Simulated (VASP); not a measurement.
Runs of VASP 6.6.1 on S. The structure is that of space group Pm-3m (No. 221), or close to it. The cells are those of the table. 

```tsv
task	cell	cutoff (eV)	gap on the mesh (eV)	pressure (GPa)
relaxation of cell and atoms	relaxed to 40 GPa from a = 2.730 Å, 1 atom	600	none	40.0
relaxation of cell and atoms	relaxed to 60 GPa from a = 2.730 Å, 1 atom	600	none	60.0
single point	a = 2.400 Å, 1 atom	520	none	20.2
single point	a = 2.243 Å, 1 atom	520	none	60.6
single point	a = 2.523 Å, 1 atom	520	none	0.1
relaxation of cell and atoms	relaxed to 20 GPa from a = 2.730 Å, 1 atom	600	none	20.0
relaxation of cell and atoms	relaxed from a = 2.730 Å, 1 atom	600	none	0.0
single point	a = 2.316 Å, 1 atom	520	none	(a)
```

Alike in all rows: level PBEsol; potentials or basis VASP PAW PBE potentials, release 64 (S); no spin polarisation; k mesh 6 × 6 × 6; smearing fermi-dirac 0.1 eV.

**Question.** Estimate the missing entries.

**Answer.** (a) 40.5.

Caveats: all runs use coarse meshes; the PAW data sets were made with another functional, which shifts forces and pressure a little; the cell is relaxed towards a set pressure, so the enthalpy falls and the energy may rise (some runs).

A gap of «none» marks levels without a gap at the run's occupations.
